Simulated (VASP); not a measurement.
SrSi2Au:

```
CELL_PARAMETERS angstrom
4.31338 0.00000 0.00000
0.00000 4.31338 0.00000
0.00000 0.00000 4.15301
ATOMIC_POSITIONS crystal
Sr 0.00000 0.00000 0.00000
Si 0.00000 0.50000 0.50000
Si 0.50000 0.00000 0.50000
Au 0.50000 0.50000 0.00000
```

| Item | Value |
| --- | --- |
| Program | VASP 6.6.1 |
| Task | relaxation of cell and atoms |
| Functional | PBE |
| Potentials or basis | VASP PAW PBE potentials, release 64 (Sr_sv, Si, Au) |
| Cutoff | 500 eV |
| k mesh | 4 × 4 × 4 |
| Occupations | gaussian, width 0.1 eV |
| Spin | no spin polarisation |

At the start: pressure 5.9 GPa; volume 19.32 Å³/atom.

Q: How do energy, volume and symmetry change on relaxing?

A: Over 5 steps the energy falls by 38.0 meV/atom and the volume is 20.89 Å³/atom (+8.2 %); space group P4/mmm (No. 123, to 0.05 Å).

The path:
| step | energy change (eV) | largest force (eV/Å) | pressure (GPa) | volume (Å³) |
| --- | --- | --- | --- | --- |
| 1 | 0.0000 | 0.0000 | 5.89 | 77.27 |
| 2 | -0.1344 | 0.0000 | -1.31 | 85.46 |
| 3 | -0.1379 | 0.0000 | -0.47 | 84.22 |
| 4 | -0.1495 | 0.0000 | -0.16 | 83.85 |
| 5 | -0.1519 | 0.0000 | 0.08 | 83.58 |

Final structure:
```
CELL_PARAMETERS angstrom
4.34888 0.00000 0.00000
0.00000 4.34888 0.00000
0.00000 0.00000 4.41918
ATOMIC_POSITIONS crystal
Sr 0.00000 0.00000 0.00000
Si 0.00000 0.50000 0.50000
Si 0.50000 0.00000 0.50000
Au 0.50000 0.50000 0.00000
```

Caveat: the k points lie up to 0.36 Å⁻¹ apart in the final cell.
